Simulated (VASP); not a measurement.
Crystal: Be4Se3.

```xyz
7
Lattice="-2.6508 2.6508 3.8580 2.6508 -2.6508 3.8580 2.6508 2.6508 -3.8580" Properties=species:S:1:pos:R:3 pbc="T T T"
Be    0.0000    2.6508    3.1909
Be    2.6508    0.0000    3.1909
Be    2.6508    0.0000    0.6671
Be    0.0000    2.6508    0.6671
Se    0.0000    0.0000    3.8580
Se    0.0000    0.0000    1.9805
Se    0.0000    0.0000    5.7354
```

The cell was generated, and may not be a known phase.

* Program: VASP 6.6.1
* Task: relaxation of cell and atoms
* Functional: PBE
* Potentials or basis: VASP PAW PBE potentials, release 64 (Be, Se)
* Cutoff: 600 eV
* k mesh: 4 × 4 × 4
* Occupations: gaussian, width 0.2 eV
* Spin: no spin polarisation

At the start: pressure 48.7 GPa; volume 15.49 Å³/atom.

Where does the relaxation end?

Over 29 steps the energy falls by 3217.6 meV/atom and the volume is 16.98 Å³/atom (+9.6 %); space group I4/mmm (No. 139, to 0.1 Å) before and after.

Step by step:
| step | energy change (eV) | largest force (eV/Å) | pressure (GPa) | volume (Å³) |
| --- | --- | --- | --- | --- |
| 1 | 0.0000 | 17.9846 | 48.73 | 108.43 |
| 2 | -7.8528 | 16.9810 | 3.13 | 177.98 |
| 3 | -12.8593 | 9.6032 | -2.16 | 167.50 |
| 4 | -14.4931 | 7.2213 | -4.22 | 162.09 |
| 5 | -16.8377 | 3.5635 | -7.19 | 147.25 |
| 6 | -17.8848 | 1.8942 | -6.40 | 128.17 |
| 7 | -18.0779 | 1.7878 | -0.86 | 118.38 |
| 8 | -18.0790 | 1.8336 | -5.01 | 124.16 |
| 9 | -18.1651 | 1.6778 | -3.39 | 121.28 |
| 10 | -19.0135 | 0.9350 | -4.82 | 116.35 |
| 11 | -20.0295 | 1.4565 | -4.38 | 109.41 |
| 12 | -21.6108 | 0.6380 | 8.52 | 94.59 |
| 13 | -22.1429 | 0.4387 | 2.57 | 103.94 |
| 14 | -22.1489 | 0.4917 | 2.26 | 104.74 |
| 15 | -22.1535 | 0.5768 | 1.71 | 106.31 |
| 16 | -22.2529 | 0.4739 | -1.39 | 111.47 |
| 17 | -22.2593 | 0.4394 | -2.22 | 113.10 |
| 18 | -22.3448 | 0.2926 | -1.35 | 112.37 |
| 19 | -22.3686 | 0.4230 | -0.53 | 111.79 |
| 20 | -22.4105 | 0.2510 | 0.93 | 110.40 |
| 21 | -22.4193 | 0.1170 | 2.05 | 109.41 |
| 22 | -22.4530 | 0.0945 | 1.29 | 111.44 |
| 23 | -22.4767 | 0.2553 | 0.30 | 114.72 |
| 24 | -22.4776 | 0.2804 | 0.13 | 115.37 |
| 25 | -22.4971 | 0.1964 | -0.26 | 116.95 |
| 26 | -22.5114 | 0.1983 | -0.79 | 119.41 |
| 27 | -22.5194 | 0.0883 | 0.50 | 118.26 |
| 28 | -22.5200 | 0.0822 | 0.24 | 118.48 |
| 29 | -22.5231 | 0.0153 | 0.32 | 118.87 |

Final structure:
```
Be Se
1.0
    -2.08972    2.08972    6.80494
     2.08972   -2.08972    6.80494
     2.08972    2.08972   -6.80494
Be Se
4 3
Direct
  0.92114 0.42114 0.50000
  0.42114 0.92114 0.50000
  0.07886 0.57886 0.50000
  0.57886 0.07886 0.50000
  0.50000 0.50000 0.00000
  0.15660 0.15660 0.00000
  0.84340 0.84340 0.00000
```

Caveat: a cell axis changed by over 15 % at a fixed basis, so the end point is rough.
